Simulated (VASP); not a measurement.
# SrMg26O27 (a cell with a defect) in VASP: electric field gradients with PBE

Aim: the electric field gradients of SrMg26O27 (a cell with a defect) with PBE.

Everything below comes from runs of VASP 6.6.1. Logs are shortened: lines on timing, memory, paths and dates and some standing lists are left out, and cuts for length are marked.

## Step 1: The cell of the first run

The cell holds a defect, 54 atoms: a = 8.946 Å, b = 8.946 Å, c = 8.946 Å, α = 60.00°, β = 60.00°, γ = 60.00°.

## Step 2: Electric field gradients, PBE

Input file INCAR:

```
  PREC = Accurate
  ENCUT = 520
  EDIFF = 1E-8
  ISMEAR = -1
  SIGMA = 0.01
  LREAL = Auto
  LASPH = T
  NELM = 100
  ALGO = Normal
  ISIF = 2
  LWAVE = F
  LCHARG = F
  GGA = PE
  LEFG = T
  NBANDS = 145
```

Input file KPOINTS:

```
regular mesh
0
Gamma
  3 3 3
```

Input file POSCAR:

```
SrMg26O27
1.0
    0.0000000000      6.3255000000      6.3255000000
    6.3255000000      0.0000000000      6.3255000000
    6.3255000000      6.3255000000      0.0000000000
Sr Mg O
1 26 27
Direct
    0.0000000000      0.0000000000      0.0000000000
    0.0000000000      0.0000000000      0.3333333333
    0.0000000000      0.0000000000      0.6666666667
    0.0000000000      0.3333333333      0.0000000000
    0.0000000000      0.3333333333      0.3333333333
    0.0000000000      0.3333333333      0.6666666667
    0.0000000000      0.6666666667      0.0000000000
    0.0000000000      0.6666666667      0.3333333333
    0.0000000000      0.6666666667      0.6666666667
    0.3333333333      0.0000000000      0.0000000000
    0.3333333333      0.0000000000      0.3333333333
    0.3333333333      0.0000000000      0.6666666667
    0.3333333333      0.3333333333      0.0000000000
    0.3333333333      0.3333333333      0.3333333333
    0.3333333333      0.3333333333      0.6666666667
    0.3333333333      0.6666666667      0.0000000000
    0.3333333333      0.6666666667      0.3333333333
    0.3333333333      0.6666666667      0.6666666667
    0.6666666667      0.0000000000      0.0000000000
    0.6666666667      0.0000000000      0.3333333333
    0.6666666667      0.0000000000      0.6666666667
    0.6666666667      0.3333333333      0.0000000000
    0.6666666667      0.3333333333      0.3333333333
    0.6666666667      0.3333333333      0.6666666667
    0.6666666667      0.6666666667      0.0000000000
    0.6666666667      0.6666666667      0.3333333333
    0.6666666667      0.6666666667      0.6666666667
    0.1666666667      0.1666666667      0.1666666667
    0.1666666667      0.1666666667      0.5000000000
    0.1666666667      0.1666666667      0.8333333333
    0.1666666667      0.5000000000      0.1666666667
    0.1666666667      0.5000000000      0.5000000000
    0.1666666667      0.5000000000      0.8333333333
    0.1666666667      0.8333333333      0.1666666667
    0.1666666667      0.8333333333      0.5000000000
    0.1666666667      0.8333333333      0.8333333333
    0.5000000000      0.1666666667      0.1666666667
    0.5000000000      0.1666666667      0.5000000000
    0.5000000000      0.1666666667      0.8333333333
    0.5000000000      0.5000000000      0.1666666667
    0.5000000000      0.5000000000      0.5000000000
    0.5000000000      0.5000000000      0.8333333333
    0.5000000000      0.8333333333      0.1666666667
    0.5000000000      0.8333333333      0.5000000000
    0.5000000000      0.8333333333      0.8333333333
    0.8333333333      0.1666666667      0.1666666667
    0.8333333333      0.1666666667      0.5000000000
    0.8333333333      0.1666666667      0.8333333333
    0.8333333333      0.5000000000      0.1666666667
    0.8333333333      0.5000000000      0.5000000000
    0.8333333333      0.5000000000      0.8333333333
    0.8333333333      0.8333333333      0.1666666667
    0.8333333333      0.8333333333      0.5000000000
    0.8333333333      0.8333333333      0.8333333333
```

Potentials or basis: VASP PAW PBE potentials, release 64 (Sr_sv, Mg, O).

Launch:

```bash
$ cat potpaw_PBE.64/Sr_sv/POTCAR potpaw_PBE.64/Mg/POTCAR potpaw_PBE.64/O/POTCAR > POTCAR
$ mpirun -np 1 vasp_std > vasp.out
```

OUTCAR:

```text
PREC = Accurate
   ENCUT = 520
   EDIFF = 1E-8
   ISMEAR = -1
   LREAL = Auto
   LASPH = T
   NELM = 100
   ISIF = 2
   GGA = PE

 ion  position               nearest neighbor table
   1  0.000  0.000  0.000-  30 2.11  34 2.11  36 2.11  46 2.11  48 2.11  52 2.11  10 2.98  12 2.98
                            16 2.98  19 2.98  20 2.98  22 2.98   2 2.98   3 2.98   4 2.98   6 2.98
   2  0.000  0.000  0.333-  34 2.11  46 2.11  35 2.11  28 2.11  47 2.11  53 2.11  17 2.98  20 2.98
                            23 2.98   1 2.98   4 2.98   5 2.98   8 2.98  10 2.98  11 2.98  21 2.98
   3  0.000  0.000  0.667-  36 2.11  48 2.11  29 2.11  47 2.11  35 2.11  54 2.11  19 2.98  21 2.98
                            24 2.98   1 2.98   6 2.98   7 2.98   9 2.98  12 2.98  18 2.98  11 2.98
   4  0.000  0.333  0.000-  30 2.11  46 2.11  33 2.11  28 2.11  49 2.11  51 2.11  15 2.98  22 2.98
                            23 2.98   1 2.98   2 2.98   5 2.98   6 2.98  10 2.98  13 2.98   9 2.98
   5  0.000  0.333  0.333-  28 2.11  47 2.11  49 2.11  29 2.11  31 2.11  50 2.11   2 2.98   4 2.98
                            11 2.98  13 2.98  14 2.98  23 2.98  24 2.98  26 2.98   3 2.98   7 2.98
   6  0.000  0.333  0.667-  29 2.11  30 2.11  48 2.11  51 2.11  50 2.11  32 2.11  24 2.98   1 2.98
                             3 2.98   4 2.98  12 2.98  15 2.98  22 2.98  14 2.98  27 2.98   5 2.98
   7  0.000  0.667  0.000-  36 2.11  52 2.11  31 2.11  49 2.11  33 2.11  54 2.11  19 2.98  25 2.98
                            26 2.98   1 2.98   3 2.98   8 2.98   9 2.98  16 2.98  18 2.98  13 2.98
   8  0.000  0.667  0.333-  31 2.11  34 2.11  52 2.11  53 2.11  32 2.11  50 2.11  26 2.98   1 2.98
                             2 2.98   7 2.98  16 2.98  17 2.98  20 2.98  14 2.98  27 2.98   6 2.98
   9  0.000  0.667  0.667-  54 2.11  35 2.11  33 2.11  51 2.11  53 2.11  32 2.11   3 2.98   7 2.98
[... 62 lines left out ...]
  53  0.833  0.833  0.500-  27 2.11  20 2.11   8 2.11   2 2.11  21 2.11   9 2.11
  54  0.833  0.833  0.833-   9 2.11  21 2.11  25 2.11  19 2.11   7 2.11   3 2.11

  LATTYP: Found a face centered cubic cell.
 ALAT       =    12.6510000000

  Lattice vectors:

 A1 = (   0.0000000000,   6.3255000000,   6.3255000000)
 A2 = (   6.3255000000,   0.0000000000,   6.3255000000)
 A3 = (   6.3255000000,   6.3255000000,   0.0000000000)

Analysis of symmetry for initial positions (statically):
=====================================================================
 Subroutine PRICEL returns:
 Original cell was already a primitive cell.

 Routine SETGRP: Setting up the symmetry group for a
 face centered cubic supercell.

 Subroutine GETGRP returns: Found 48 space group operations
 (whereof 48 operations were pure point group operations)
 out of a pool of 48 trial point group operations.

The static configuration has the point symmetry O_h .

Analysis of symmetry for dynamics (positions and initial velocities):
=====================================================================
 Subroutine PRICEL returns:
 Original cell was already a primitive cell.

 Routine SETGRP: Setting up the symmetry group for a
 face centered cubic supercell.

 Subroutine GETGRP returns: Found 48 space group operations
 (whereof 48 operations were pure point group operations)
 out of a pool of 48 trial point group operations.

The dynamic configuration has the point symmetry O_h .

 Subroutine INISYM returns: Found 48 space group operations
 (whereof 48 operations are pure point group operations),
 and found     1 'primitive' translations

----------------------------------------------------------------------------------------

                                     Primitive cell

  volume of cell :     506.1912

  direct lattice vectors                    reciprocal lattice vectors
     0.000000000  6.325500000  6.325500000    -0.079045135  0.079045135  0.079045135
     6.325500000  0.000000000  6.325500000     0.079045135 -0.079045135  0.079045135
     6.325500000  6.325500000  0.000000000     0.079045135  0.079045135 -0.079045135

  length of vectors
     8.945607889  8.945607889  8.945607889     0.136910190  0.136910190  0.136910190

  position of ions in fractional coordinates (direct lattice)
     0.000000000  0.000000000  0.000000000
     0.000000000  0.000000000  0.333333333
     0.000000000  0.000000000  0.666666667
     0.000000000  0.333333333  0.000000000
     0.000000000  0.333333333  0.333333333
     0.000000000  0.333333333  0.666666667
[... 46 lines left out ...]
     0.833333333  0.833333333  0.500000000
     0.833333333  0.833333333  0.833333333

  ion indices of the primitive-cell ions
[... 128 lines left out ...]
  Fermi-wavevector in a.u.,A,eV,Ry     =   1.247535  2.357499 21.175331  1.556343
  Thomas-Fermi vector in A             =   2.381662
   LORBIT       =      0    0 simple, 1 ext, 2 COOP (PROOUT), +10 PAW based schemes
   GGA     = PE    functional components
   LHFCALC =     F    Hartree Fock is set to
   AEXX    =    0.0000 exact exchange contribution
   IVDW    =     0    specifies the selected vdW correction
   LEPSILON=     F    determine dielectric tensor
   LRPA    =     F    only Hartree local field effects (RPA)
 non-spin polarized calculation
  energy-cutoff  :      520.00
  volume of cell :      506.19
 maximum number of plane-waves:     13666
 NGX is ok and might be reduce to    70
   NGX = 33   NGY = 33   NGZ = 33

 number of electron     224.0000001 magnetization

 Free energy of the ion-electron system (eV)
  ---------------------------------------------------
  ext. energy  EPLUGINS =         0.00000000
  ---------------------------------------------------
  free energy    TOTEN  =      -316.06110273 eV

  energy without entropy =     -316.06110273  energy(sigma->0) =     -316.06110273

 E-fermi :   4.0025     XC(G=0): -11.1437

 val. band max:        3.6297443240   @ k =  -0.3333   0.3333   0.0000
 cond. band min:       8.0231086584   @ k =   0.0000   0.0000   0.0000
 fundamental gap:      4.3933643344
 Fermi energy:         4.0024868472

 k-point     1 :       0.0000    0.0000    0.0000
  band No.  band energies     occupation
      1     -26.3145      2.00000
      2     -13.9464      2.00000
      3     -13.7503      2.00000
      4     -13.7503      2.00000
      5     -13.7503      2.00000
      6     -13.1519      2.00000
[... 497 lines left out ...]
    123      12.2052      0.00000
    124      12.2163      0.00000
 [bands above 124 left out]

------------------------ aborting loop because EDIFF is reached ----------------------------------------

  FORCE on cell =-STRESS in cart. coord.  units (eV):
  Direction    XX          YY          ZZ          XY          YZ          ZX
  --------------------------------------------------------------------------------------
  -------------------------------------------------------------------------------------
  Total       34.6585830     34.6585830     34.6585830     -0.0000000      0.0000000      0.0000000
  in kB      109.7000458    109.7000458    109.7000458     -0.0000000      0.0000000      0.0000000
  external PRESSURE =     109.7000458 kB  Pullay stress =       0.0000000 kB

 VOLUME and BASIS-vectors are now :
 -----------------------------------------------------------------------------
  energy-cutoff  :      520.00
  volume of cell :      506.19
      direct lattice vectors                 reciprocal lattice vectors
     0.000000000  6.325500000  6.325500000    -0.079045135  0.079045135  0.079045135
     6.325500000  0.000000000  6.325500000     0.079045135 -0.079045135  0.079045135
     6.325500000  6.325500000  0.000000000     0.079045135  0.079045135 -0.079045135

 POSITION                                       TOTAL-FORCE (eV/Angst)
 -----------------------------------------------------------------------------------
      0.00000      0.00000      0.00000         0.000000      0.000000      0.000000
      2.10850      2.10850      0.00000         0.267087      0.267087      0.000000
      4.21700      4.21700      0.00000        -0.267087     -0.267087      0.000000
      2.10850      0.00000      2.10850         0.267087      0.000000      0.267087
      4.21700      2.10850      2.10850         0.036552     -0.036552     -0.036552
      6.32550      4.21700      2.10850         0.000000     -0.267087      0.267087
[... 46 lines left out ...]
      8.43400      8.43400     10.54250        -0.029871     -0.029871      0.029871
     10.54250     10.54250     10.54250         0.029871      0.029871      0.029871
 -----------------------------------------------------------------------------------
    total drift:                               -0.000000     -0.000000      0.000000

  FREE ENERGIE OF THE ION-ELECTRON SYSTEM (eV)
  ---------------------------------------------------
  free  energy   TOTEN  =      -316.0611027346 eV

  energy  without entropy=     -316.0611027346  energy(sigma->0) =     -316.06110273

 Electric field gradients (V/A^2)
---------------------------------------------------------------------
 ion       V_xx      V_yy      V_zz      V_xy      V_xz      V_yz
---------------------------------------------------------------------
   1       0.000     0.000    -0.000     0.000     0.000     0.000
   2      -0.172    -0.172     0.344    -0.046     0.000     0.000
   3      -0.172    -0.172     0.344    -0.046     0.000     0.000
   4      -0.172     0.344    -0.172     0.000    -0.046     0.000
   5      -0.000     0.000     0.000    -0.015    -0.015     0.015
   6       0.344    -0.172    -0.172     0.000     0.000     0.046
[... 46 lines left out ...]
  53      -0.001    -0.001     0.001     0.976    -0.978    -0.978
  54       0.000    -0.000    -0.000     0.976     0.976     0.976
---------------------------------------------------------------------

 Electric field gradients after diagonalization (V/A^2)
 (convention: |V_zz| > |V_xx| > |V_yy|)
----------------------------------------------------------------------
 ion       V_xx      V_yy      V_zz     asymmetry (V_yy - V_xx)/ V_zz
----------------------------------------------------------------------
   1      -0.000    -0.000     0.000       0.000
   2      -0.218    -0.125     0.344       0.270
   3      -0.218    -0.125     0.344       0.270
   4      -0.218    -0.125     0.344       0.270
   5      -0.015    -0.015     0.030       0.000
   6      -0.218    -0.125     0.344       0.270
[... 46 lines left out ...]
  53      -0.978    -0.977     1.955       0.001
  54      -0.976    -0.976     1.951       0.000
----------------------------------------------------------------------

           NMR quadrupolar parameters

 Cq : quadrupolar parameter    Cq=e*Q*V_zz/h
 eta: asymmetry parameters     (V_yy - V_xx)/ V_zz
 Q  : nuclear electric quadrupole moment in mb (millibarn)
----------------------------------------------------------------------
 ion       Cq(MHz)       eta       Q (mb)
----------------------------------------------------------------------
   1       0.000       0.000       1.000
   2       0.001       0.270       1.000
   3       0.001       0.270       1.000
   4       0.001       0.270       1.000
   5       0.000       0.000       1.000
   6       0.001       0.270       1.000
[... 46 lines left out ...]
  53       0.005       0.001       1.000
  54       0.005       0.000       1.000
----------------------------------------------------------------------
```

Run time: 31 min. Hardware: 1 thread of Intel Xeon 8259CL, shared host; peak memory 0.81 GiB.

What came out:

```yaml
Free_energy: -316.0611 eV
Pressure: 11.0 GPa
Largest_force: 4.604 eV/Å
Band_gap_on_the_k_mesh: 4.39 eV
Largest_electric_field_gradient_by_atom: Sr -0.0; Mg +0.3, +0.0, -2.4 (each value once); O +2.0, -43.9, -1.0, -0.0 (each value once) V/Å²
```

Forces on the atoms (eV/Å):
```
Sr   0.000  0.000  0.000
Mg   0.267  0.267  0.000
Mg  -0.267 -0.267  0.000
Mg   0.267  0.000  0.267
Mg   0.037 -0.037 -0.037
Mg   0.000 -0.267  0.267
Mg  -0.267  0.000 -0.267
Mg   0.000  0.267 -0.267
Mg  -0.037  0.037  0.037
Mg   0.000  0.267  0.267
Mg  -0.037  0.037 -0.037
Mg  -0.267  0.000  0.267
Mg  -0.037 -0.037  0.037
Mg   0.037  0.037  0.037
Mg   0.000  0.000  0.012
Mg  -0.267  0.267  0.000
Mg   0.000  0.012  0.000
Mg  -0.012  0.000  0.000
Mg   0.000 -0.267 -0.267
Mg   0.267  0.000 -0.267
Mg   0.037 -0.037  0.037
Mg   0.267 -0.267  0.000
Mg   0.012  0.000  0.000
Mg   0.000 -0.012  0.000
Mg   0.037  0.037 -0.037
Mg   0.000  0.000 -0.012
Mg  -0.037 -0.037 -0.037
O   -0.030 -0.030 -0.030
O    0.030  0.030 -0.030
O    0.000  0.000  4.604
O    0.030 -0.030  0.030
O    0.000 -0.037 -0.037
O    0.037  0.000 -0.037
O    0.000  4.604  0.000
O    0.037 -0.037  0.000
O   -4.604  0.000  0.000
O   -0.030  0.030  0.030
O   -0.037  0.000 -0.037
O    0.000  0.037 -0.037
O   -0.037 -0.037  0.000
O    0.000  0.000  0.000
O    0.037  0.037  0.000
O    0.000 -0.037  0.037
O    0.037  0.000  0.037
O    0.030 -0.030 -0.030
O    4.604  0.000  0.000
O   -0.037  0.037  0.000
O    0.000 -4.604  0.000
O   -0.037  0.000  0.037
O    0.000  0.037  0.037
O   -0.030  0.030 -0.030
O    0.000  0.000 -4.604
O   -0.030 -0.030  0.030
O    0.030  0.030  0.030
```

Electric field gradients, principal values (V/Å²):
```
 atom   least  middle  greatest (by size)
 1 Sr   0.000   0.000               0.000
 2 Mg  -0.125  -0.218               0.344
 3 Mg  -0.125  -0.218               0.344
 4 Mg  -0.125  -0.218               0.344
 5 Mg  -0.015  -0.015               0.030
 6 Mg  -0.125  -0.218               0.344
 7 Mg  -0.125  -0.218               0.344
 8 Mg  -0.125  -0.218               0.344
 9 Mg  -0.015  -0.015               0.030
10 Mg  -0.125  -0.218               0.344
11 Mg  -0.015  -0.015               0.030
12 Mg  -0.125  -0.218               0.344
13 Mg  -0.015  -0.015               0.030
14 Mg  -0.015  -0.015               0.030
15 Mg   1.183   1.183              -2.366
16 Mg  -0.125  -0.218               0.344
17 Mg   1.183   1.183              -2.366
18 Mg   1.183   1.183              -2.366
19 Mg  -0.125  -0.218               0.344
20 Mg  -0.125  -0.218               0.344
21 Mg  -0.015  -0.015               0.030
22 Mg  -0.125  -0.218               0.344
23 Mg   1.183   1.183              -2.366
24 Mg   1.183   1.183              -2.366
25 Mg  -0.015  -0.015               0.030
26 Mg   1.183   1.183              -2.366
27 Mg  -0.015  -0.015               0.030
 28 O  -0.976  -0.976               1.951
 29 O  -0.977  -0.978               1.955
 30 O  21.969  21.971             -43.940
 31 O  -0.977  -0.978               1.955
 32 O   0.225   0.734              -0.959
 33 O   0.227   0.736              -0.963
 34 O  21.969  21.971             -43.940
 35 O   0.227   0.736              -0.963
 36 O  21.969  21.971             -43.940
 37 O  -0.977  -0.978               1.955
 38 O   0.225   0.734              -0.959
 39 O   0.227   0.736              -0.963
 40 O   0.225   0.734              -0.959
 41 O   0.003   0.003              -0.006
 42 O   0.225   0.734              -0.959
 43 O   0.227   0.736              -0.963
 44 O   0.225   0.734              -0.959
 45 O  -0.977  -0.978               1.955
 46 O  21.969  21.971             -43.940
 47 O   0.227   0.736              -0.963
 48 O  21.969  21.971             -43.940
 49 O   0.227   0.736              -0.963
 50 O   0.225   0.734              -0.959
 51 O  -0.977  -0.978               1.955
 52 O  21.969  21.971             -43.940
 53 O  -0.977  -0.978               1.955
 54 O  -0.976  -0.976               1.951
```

Caveat: without QUAD_EFG the Cq values of the log hold for a quadrupole moment of 1 mb, not for the nuclei.
